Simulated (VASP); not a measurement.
In, 1 atom in the cell. The structure is cubic, space group Im-3m (No. 229). The conventional cell has a = 3.765 Å, b = 3.765 Å, c = 3.765 Å, α = 90.00°, β = 90.00°, γ = 90.00°. Within 4.3 Å of In (site symmetry m-3m) lie 14 In at 3.26 to 3.77 Å. 

* Program: VASP 6.6.1
* Task: relaxation of cell and atoms
* Functional: PBEsol
* Potentials or basis: VASP PAW PBE potentials, release 64 (In_d)
* Cutoff: 600 eV
* k mesh: 10 × 10 × 10
* Occupations: fermi-dirac, width 0.05 eV
* Spin: no spin polarisation
* Target pressure: 20 GPa
* Dipole correction: no
* Further INCAR settings: ALGO = Normal; EDIFF = 1e-06; IBRION = 2; EDIFFG = -0.005; NSW = 80; ISIF = 3

Potentials or basis: VASP PAW PBE potentials, release 64 (In_d).

Run with:

```console
$ cat potpaw_PBE.64/In_d/POTCAR > POTCAR
$ mpirun -np 1 vasp_std > vasp.out
```

Hardware: 1 thread of AMD EPYC 9R45 96-Core Processor (Zen 5), on a shared host.

Problem. How long does it take, and how much memory?

Solution. Wall time 34 s on 1 thread of AMD EPYC 9R45 96-Core Processor (Zen 5), on a shared host, peak memory 0.14 GiB. Counts: scf iterations 46, k points 47, ion steps 6.
